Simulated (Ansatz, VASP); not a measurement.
Zn2GeN: VASP beside Ansatz

Contents of INCAR:

```
SYSTEM = Zn2GeN
  ALGO = Normal
  EDIFF = 1E-6
  ENCUT = 520
  GGA = PE
  ISIF = 2
  ISMEAR = 0
  LASPH = .TRUE.
  LCHARG = .TRUE.
  LELF = .TRUE.
  LREAL = .FALSE.
  LVHAR = .TRUE.
  LWAVE = .FALSE.
  NBANDS = 30
  NELM = 100
  PREC = Accurate
  SIGMA = 0.1
```

Contents of KPOINTS:

```
k-points
0
G
  6 6 4
  0 0 0
```

Contents of POSCAR:

```
Zn2GeN
1.0
    3.8930753500      0.0000000000      0.0000000000
   -1.9465376700      3.3715021500      0.0000000000
    0.0000000000      0.0000000000      4.3932189300
Zn Ge N
2 1 1
Direct
    0.6666666700      0.3333333300      0.5000000000
    0.3333333300      0.6666666700      0.5000000000
    0.3333333300      0.6666666700      0.0000000000
    0.0000000000      0.0000000000      0.5000000000
```

Input for Ansatz:

```yaml
crystal:
  lattice:
    - [3.89307535, 0.0, 0.0]
    - [-1.94653767, 3.37150215, 0.0]
    - [0.0, 0.0, 4.39321893]
  atoms:
    - { symbol: Zn, position: [0.66666667, 0.33333333, 0.5] }
    - { symbol: Zn, position: [0.33333333, 0.66666667, 0.5] }
    - { symbol: Ge, position: [0.33333333, 0.66666667, 0.0] }
    - { symbol: "N", position: [0.0, 0.0, 0.5] }
basis:
  ecutwfc: 420
kpoints:
  mp_grid: { grid: [6, 6, 4] }
hamiltonian:
  xc: pbe
scf:
  occupations: { method: gaussian, width: 0.1 }
  lower_state_search: "off"
output:
  forces: true
  stress: true
  eigenvalues: true
```

Alike in both runs: task single point; functional PBE; k mesh 6 × 6 × 4; occupations gaussian, width 0.1 eV; no spin polarisation.

|  | VASP | Ansatz |
| --- | --- | --- |
| version | VASP 6.6.1 | Ansatz 0.2.0 |
| potentials or method | VASP PAW PBE potentials, release 64 (Zn, Ge_d, N), cutoff 520 eV | scalar-relativistic, plane waves, PAW |
| valence electrons in the cell | 43 | 43 |

Ansatz gave:

| Item | Value |
| --- | --- |
| gap on the k mesh at the Fermi level (eV) | none |
| pressure (GPa) | 22.1 |
| traceless stress, the component that is largest in VASP (GPa) | 11.30 |

Which values does VASP return?

gap on the k mesh at the Fermi level (eV): none; pressure (GPa): 22.7; traceless stress, the component that is largest in VASP (GPa): 11.04.

A gap of «none» marks a metal or a gap that the smearing closes. The functional is the same, so the differences come from potentials, cutoffs and numerics.
